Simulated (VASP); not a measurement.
A run of VASP 6.6.1 is set up as follows.

Contents of POSCAR:

```
YRh
1.0
    3.4070000000      0.0000000000      0.0000000000
    0.0000000000      3.4070000000      0.0000000000
    0.0000000000      0.0000000000      3.4070000000
Y Rh
1 1
Direct
    0.5000000000      0.5000000000      0.5000000000
    0.0000000000      0.0000000000      0.0000000000
```

Contents of INCAR.step1:

```
SYSTEM = YRh
ALGO = Normal
EDIFF = 1E-4
ENCUT = 600
GGA = PE
ISMEAR = -1
LASPH = .TRUE.
LCHARG = .FALSE.
LREAL = .FALSE.
LWAVE = .TRUE.
NELM = 80
PREC = Accurate
SIGMA = 0.05
```

File INCAR.step2:

```
SYSTEM = YRh
ALGO = Normal
EDIFF = 1E-7
EDIFFG = -0.002
ENCUT = 600
IBRION = 2
ISIF = 3
ISMEAR = -1
ISTART = 1
LASPH = .TRUE.
LCHARG = .FALSE.
LMIXTAU = .TRUE.
LREAL = .FALSE.
LWAVE = .FALSE.
METAGGA = R2SCAN
NELM = 80
NSW = 100
PREC = Accurate
SIGMA = 0.05
```

Contents of KPOINTS:

```
k-points
0
G
  10 10 10
  0 0 0
```

Potentials or basis: VASP PAW PBE potentials, release 64 (Y_sv, Rh_pv).

Run with:

```sh
$ cat potpaw_PBE.64/Y_sv/POTCAR potpaw_PBE.64/Rh_pv/POTCAR > POTCAR
$ cp INCAR.step1 INCAR
$ mpirun -np 1 vasp_std > vasp.out
$ cp INCAR.step2 INCAR
$ mpirun -np 1 vasp_std > vasp.out
```

Problem. What does it give for the relaxed cell?

Solution. a = 3.417 Å, b = 3.417 Å, c = 3.417 Å, α = 90.00°, β = 90.00°, γ = 90.00°.

Problem. What does it give for the space group after relaxing (to 0.1 Å)?

Solution. Pm-3m (No. 221).

The path:
```tsv
step	energy change (eV)	largest force (eV/Å)	pressure (GPa)	volume (Å³)
1	0.0000	0.0000	1.06	39.55
2	0.0003	0.0000	-1.15	40.30
3	-0.0011	0.0000	0.01	39.90
```

Caveat: the PAW data sets were made with another functional, which shifts forces and pressure a little. Zero-point motion and thermal expansion aren't in these numbers.
